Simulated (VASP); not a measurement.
# Mg2C (Fm-3m) in VASP: single point with HSE06

Aim: the single point of Mg2C with HSE06.

Everything below comes from runs of VASP 6.6.1. Logs are shortened: lines on timing, memory, paths and dates and some standing lists are left out, and cuts for length are marked.

**1. The cell of the first run**

Symmetry: Fm-3m, No. 225, cubic system. Conventional cell: a = 5.422 Å, b = 5.422 Å, c = 5.422 Å, α = 90.00°, β = 90.00°, γ = 90.00°. C (site symmetry m-3m) has 8 Mg at 2.35 Å within 3.1 Å. Within 3.1 Å of Mg (site symmetry -43m) lie 4 C at 2.35 Å and 6 Mg at 2.71 Å.

**2. Single point, HSE06**

File POSCAR:

```
Mg2C
1.0
    0.0000000000      2.7109426181      2.7109426181
    2.7109426181      0.0000000000      2.7109426181
    2.7109426181      2.7109426181      0.0000000000
C Mg
1 2
Direct
    0.0000000000      0.0000000000      0.0000000000
    0.2500000000      0.2500000000      0.2500000000
    0.7500000000      0.7500000000      0.7500000000
```

File INCAR.step1:

```
SYSTEM = Mg2C
PREC = Accurate ; ENCUT = 520
EDIFF = 1E-5 ; ISMEAR = 0
SIGMA = 0.01 ; LREAL = .FALSE.
LASPH = .TRUE. ; NELM = 60
ALGO = Normal ; ISIF = 2
LWAVE = .TRUE. ; LCHARG = .FALSE.
GGA = PE ; NBANDS = 11
```

File INCAR.step2:

```
SYSTEM = Mg2C
PREC = Accurate ; ENCUT = 520
EDIFF = 1E-6 ; ISMEAR = 0
SIGMA = 0.01 ; LREAL = .FALSE.
LASPH = .TRUE. ; NELM = 60
ALGO = Normal ; ISIF = 2
LWAVE = .FALSE. ; LCHARG = .FALSE.
GGA = PE ; LHFCALC = .TRUE.
HFSCREEN = 0.2079 ; PRECFOCK = Normal
ISTART = 1 ; NBANDS = 11
```

File KPOINTS:

```
regular mesh
0
G
  6 6 6
  0 0 0
```

Potentials or basis: VASP PAW PBE potentials, release 64 (C, Mg).

Started as:

```console
cat potpaw_PBE.64/C/POTCAR potpaw_PBE.64/Mg/POTCAR > POTCAR
cp INCAR.step1 INCAR
mpirun -np 1 vasp_std > vasp.out
cp INCAR.step2 INCAR
mpirun -np 1 vasp_std > vasp.out
```

OUTCAR:

```text
SYSTEM = Mg2C
   PREC = Accurate
   ENCUT = 520
   EDIFF = 1E-6
   ISMEAR = 0
   LREAL = .FALSE.
   LASPH = .TRUE.
   NELM = 60
   ISIF = 2
   GGA = PE
   LHFCALC = .TRUE.
   HFSCREEN = 0.2079
   PRECFOCK = Normal
   ISTART = 1

 ion  position               nearest neighbor table
   1  0.000  0.000  0.000-   3 2.35   3 2.35   3 2.35   2 2.35   3 2.35   2 2.35   2 2.35   2 2.35

   2  0.250  0.250  0.250-   1 2.35   1 2.35   1 2.35   1 2.35   3 2.71   3 2.71   3 2.71   3 2.71
                             3 2.71   3 2.71
   3  0.750  0.750  0.750-   1 2.35   1 2.35   1 2.35   1 2.35   2 2.71   2 2.71   2 2.71   2 2.71
                             2 2.71   2 2.71

  LATTYP: Found a face centered cubic cell.
 ALAT       =     5.4218852362

  Lattice vectors:

 A1 = (   0.0000000000,   2.7109426181,   2.7109426181)
 A2 = (   2.7109426181,   0.0000000000,   2.7109426181)
 A3 = (   2.7109426181,   2.7109426181,   0.0000000000)

Analysis of symmetry for initial positions (statically):
=====================================================================
 Subroutine PRICEL returns:
 Original cell was already a primitive cell.

 Routine SETGRP: Setting up the symmetry group for a
 face centered cubic supercell.

 Subroutine GETGRP returns: Found 48 space group operations
 (whereof 48 operations were pure point group operations)
 out of a pool of 48 trial point group operations.

The static configuration has the point symmetry O_h .

Analysis of symmetry for dynamics (positions and initial velocities):
=====================================================================
 Subroutine PRICEL returns:
 Original cell was already a primitive cell.

 Routine SETGRP: Setting up the symmetry group for a
 face centered cubic supercell.

 Subroutine GETGRP returns: Found 48 space group operations
 (whereof 48 operations were pure point group operations)
 out of a pool of 48 trial point group operations.

The dynamic configuration has the point symmetry O_h .

 Subroutine INISYM returns: Found 48 space group operations
 (whereof 48 operations are pure point group operations),
 and found     1 'primitive' translations

----------------------------------------------------------------------------------------

                                     Primitive cell

  volume of cell :      39.8466

  direct lattice vectors                    reciprocal lattice vectors
     0.000000000  2.710942618  2.710942618    -0.184437692  0.184437692  0.184437692
     2.710942618  0.000000000  2.710942618     0.184437692 -0.184437692  0.184437692
     2.710942618  2.710942618  0.000000000     0.184437692  0.184437692 -0.184437692

  length of vectors
     3.833851817  3.833851817  3.833851817     0.319455454  0.319455454  0.319455454

  position of ions in fractional coordinates (direct lattice)
     0.000000000  0.000000000  0.000000000
     0.250000000  0.250000000  0.250000000
     0.750000000  0.750000000  0.750000000

  ion indices of the primitive-cell ions
   primitive index   ion index
                 1           1
                 2           2
                 3           3

----------------------------------------------------------------------------------------

 KPOINTS: regular mesh

Automatic generation of k-mesh.
 Grid dimensions read from file:
 generate k-points for:    6    6    6

 Generating k-lattice:

  Cartesian coordinates                     Fractional coordinates (reciprocal lattice)
    -0.030739615  0.030739615  0.030739615     0.166666667  0.000000000  0.000000000
     0.030739615 -0.030739615  0.030739615     0.000000000  0.166666667  0.000000000
     0.030739615  0.030739615 -0.030739615     0.000000000  0.000000000  0.166666667

  Length of vectors
     0.053242576  0.053242576  0.053242576

  Shift w.r.t. Gamma in fractional coordinates (k-lattice)
     0.000000000  0.000000000  0.000000000

 Subroutine IBZKPT returns following result:
 ===========================================

 Found     16 irreducible k-points:

 Following reciprocal coordinates:
            Coordinates               Weight
  0.000000  0.000000  0.000000      1.000000
  0.166667  0.000000  0.000000      8.000000
  0.333333  0.000000  0.000000      8.000000
  0.500000  0.000000  0.000000      4.000000
  0.166667  0.166667  0.000000      6.000000
  0.333333  0.166667  0.000000     24.000000
[... 8 lines left out ...]
 -0.333333  0.333333  0.166667     24.000000
 -0.333333  0.500000  0.166667     12.000000
   k-points           NKPTS =     16   k-points in BZ     NKDIM =    216   number of bands    NBANDS=     11
   number of dos      NEDOS =    301   number of ions     NIONS =      3
   total plane-waves  NPLWV =  27000
   dimension x,y,z NGX =    30 NGY =   30 NGZ =   30
   dimension x,y,z NGXF=    60 NGYF=   60 NGZF=   60
   ions per type =               1   2
   NGX,Y,Z   is equivalent  to a cutoff of  13.01, 13.01, 13.01 a.u.
   NGXF,Y,Z  is equivalent  to a cutoff of  26.02, 26.02, 26.02 a.u.
 SYSTEM =  Mg2C
   PREC   = accura    normal or accurate (medium, high low for compatibility)
   ISTART =      1    job   : 0-new  1-cont  2-samecut
   ICHARG =      0    charge: 1-file 2-atom 10-const
   ISPIN  =      1    spin polarized calculation?
   LNONCOLLINEAR =      F non collinear calculations
   LSORBIT =      F    spin-orbit coupling
   LASPH  =      T    aspherical Exc in radial PAW
   ENCUT  =  520.0 eV  38.22 Ry    6.18 a.u.   7.13  7.13  7.13*2*pi/ulx,y,z
   NELM   =     60;   NELMIN=  2; NELMDL=  0     # of ELM steps
   EDIFF  = 0.1E-05   stopping-criterion for ELM
   LREAL  =      F    real-space projection
   EDIFFG = 0.1E-04   stopping-criterion for IOM
   NSW    =      0    number of steps for IOM
   IBRION =     -1    ionic relax: 0-MD 1-quasi-New 2-CG
   NFREE  =      0    steps in history (QN), initial steepest desc. (CG)
   ISIF   =      2    stress and relaxation
   ISYM   =      3    0-nonsym 1-usesym 2-fastsym
   POTIM  = 0.5000    time-step for ionic-motion
   TEBEG  =    0.0;   TEEND  =   0.0 temperature during run
   PSTRESS=    0.0 pullay stress
   NELECT =       8.0000    total number of electrons
   NUPDOWN=      -1.0000    fix difference up-down
   EMIN   =  10.00;   EMAX   =-10.00  energy-range for DOS
   EFERMI =   0.00;   METHOD = LEGACY
   ISMEAR =     0;   SIGMA  =   0.01  broadening in eV -4-tet -1-fermi 0-gaus
   EFERMI_NEDOS =   21; number of points for ismear=-14 and -15
   IALGO  =     38    algorithm
   IMIX   =      1    mixing-type and parameters
     AMIX     =   0.40;   BMIX     =  1.00
     AMIX_MAG =   1.60;   BMIX_MAG =  1.00
  volume/ion in A,a.u.               =      13.28        89.63
  Fermi-wavevector in a.u.,A,eV,Ry     =   0.958608  1.811507 12.502799  0.918930
  Thomas-Fermi vector in A             =   2.087731
   LORBIT       =      0    0 simple, 1 ext, 2 COOP (PROOUT), +10 PAW based schemes
   GGA     = PE    functional components
   LHFCALC =     T    Hartree Fock is set to
   PRECFOCK=normal    Normal, Fast or Accurate (Low or Medium for compatibility)
   ENCUT4O =  -1.0   cutoff for four orbital integrals eV
   NKREDX  =     1    reduce k-point grid by
   NKREDY  =     1    reduce k-point grid by
   NKREDZ  =     1    reduce k-point grid by
   AEXX    =    0.2500 exact exchange contribution
   HFSCREEN=    0.2079 screening length (either q_TF or 0.3 A-1)
   HFSCREENC=   0.2079 screening length for correlation (either q_TF or 0.3 A-1)
   ENCUTFOCK=  -1.0 apply spherical cutoff to Coloumb kernel
   IVDW    =     0    specifies the selected vdW correction
   LEPSILON=     F    determine dielectric tensor
   LRPA    =     F    only Hartree local field effects (RPA)
 non-spin polarized calculation
 Gauss-broadening in eV      SIGMA  =   0.01
  energy-cutoff  :      520.00
  volume of cell :       39.85
 maximum number of plane-waves:      1090
 NGX is ok and might be reduce to    30
  NGX = 24; NGY = 24; NGZ = 24

 number of electron       8.0000000 magnetization

 Free energy of the ion-electron system (eV)
  ---------------------------------------------------
  ext. energy  EPLUGINS =         0.00000000
  ---------------------------------------------------
  free energy    TOTEN  =       -12.95595463 eV

  energy without entropy =      -12.95595463  energy(sigma->0) =      -12.95595463

 E-fermi :   3.2978     XC(G=0):  -8.2274

 val. band max:        3.2464015954   @ k =   0.0000   0.0000   0.0000
 cond. band min:       4.6384756019   @ k =   0.5000   0.5000   0.0000
 fundamental gap:      1.3920740064
 Fermi energy:         3.2977862049

 k-point     1 :       0.0000    0.0000    0.0000
  band No.  band energies     occupation
      1      -8.7322      2.00000
      2       3.2464      2.00000
      3       3.2464      2.00000
      4       3.2464      2.00000
      5       5.5441      0.00000
      6      10.8911      0.00000
      7      10.8911      0.00000
      8      10.8911      0.00000
      9      14.0784      0.00000
     10      14.0784      0.00000
     11      15.1620      0.00000

 k-point     2 :       0.1667    0.0000    0.0000
  band No.  band energies     occupation
      1      -8.4176      2.00000
      2       1.4335      2.00000
      3       3.1116      2.00000
      4       3.1116      2.00000
      5       6.8337      0.00000
      6      10.7312      0.00000
      7      11.0894      0.00000
      8      11.0894      0.00000
      9      12.8274      0.00000
     10      12.8274      0.00000
     11      14.6114      0.00000

 k-point     3 :       0.3333    0.0000    0.0000
  band No.  band energies     occupation
      1      -7.6233      2.00000
      2      -0.8814      2.00000
      3       2.8779      2.00000
      4       2.8779      2.00000
      5       7.5654      0.00000
      6      10.2704      0.00000
      7      10.2704      0.00000
      8      10.5164      0.00000
      9      14.2155      0.00000
     10      14.2155      0.00000
     11      14.9582      0.00000
[... 155 lines left out ...]
 k-point    15 :      -0.3333    0.3333    0.1667
  band No.  band energies     occupation
      1      -6.6572      2.00000
      2      -0.9720      2.00000
      3       0.4621      2.00000
      4       1.5932      2.00000
      5       7.4539      0.00000
      6       9.6394      0.00000
      7      11.6681      0.00000
      8      12.0608      0.00000
      9      13.9072      0.00000
     10      14.9999      0.00000
     11      19.3566      0.00000

 k-point    16 :      -0.3333    0.5000    0.1667
  band No.  band energies     occupation
      1      -6.5061      2.00000
      2      -0.7008      2.00000
      3       0.5955      2.00000
      4       0.7966      2.00000
      5       6.4591      0.00000
      6       9.9404      0.00000
      7      11.5215      0.00000
      8      12.7330      0.00000
      9      14.4378      0.00000
     10      15.8606      0.00000
     11      19.5596      0.00000

------------------------ aborting loop because EDIFF is reached ----------------------------------------

  FORCE on cell =-STRESS in cart. coord.  units (eV):
  Direction    XX          YY          ZZ          XY          YZ          ZX
  --------------------------------------------------------------------------------------
  -------------------------------------------------------------------------------------
  Total       -0.1524266     -0.1524266     -0.1524266      0.0000000      0.0000000      0.0000000
  in kB       -6.1288698     -6.1288698     -6.1288698      0.0000000      0.0000000      0.0000000
  external PRESSURE =      -6.1288698 kB  Pullay stress =       0.0000000 kB

 VOLUME and BASIS-vectors are now :
 -----------------------------------------------------------------------------
  energy-cutoff  :      520.00
  volume of cell :       39.85
      direct lattice vectors                 reciprocal lattice vectors
     0.000000000  2.710942618  2.710942618    -0.184437692  0.184437692  0.184437692
     2.710942618  0.000000000  2.710942618     0.184437692 -0.184437692  0.184437692
     2.710942618  2.710942618  0.000000000     0.184437692  0.184437692 -0.184437692

 POSITION                                       TOTAL-FORCE (eV/Angst)
 -----------------------------------------------------------------------------------
      0.00000      0.00000      0.00000         0.000000      0.000000      0.000000
      1.35547      1.35547      1.35547         0.000000      0.000000     -0.000000
      4.06641      4.06641      4.06641        -0.000000     -0.000000     -0.000000
 -----------------------------------------------------------------------------------
    total drift:                               -0.000003     -0.000003     -0.000003

  FREE ENERGIE OF THE ION-ELECTRON SYSTEM (eV)
  ---------------------------------------------------
  free  energy   TOTEN  =       -12.9559546334 eV

  energy  without entropy=      -12.9559546334  energy(sigma->0) =      -12.95595463
```

Run time: 20 min. Hardware: 1 thread of Intel Xeon 8259CL, shared host; peak memory 0.29 GiB.

What came out:

- Free energy: -12.9560 eV
- Pressure: -0.6 GPa
- Band gap on the k mesh: 1.39 eV (least direct gap 2.30 eV)

Levels at points of the mesh, in eV from the valence-band top:
| k point | band 2 | band 3 | band 4 | band 5 | band 6 | band 7 |
| --- | --- | --- | --- | --- | --- | --- |
| (0.00, 0.00, 0.00) | 0.00 | 0.00 | 0.00 | 2.30 | 7.64 | 7.64 |
| (0.50, 0.00, 0.00) | -5.23 | -0.47 | -0.47 | 4.39 | 6.58 | 6.58 |
| (0.50, 0.50, 0.00) | -4.45 | -1.71 | -1.71 | 1.39 | 5.05 | 10.56 |

Caveat: the structure was generated, so it needn't be the stable form of Mg2C; the PAW data sets were made with another functional, which shifts forces and pressure a little. A k mesh can miss the band edges.
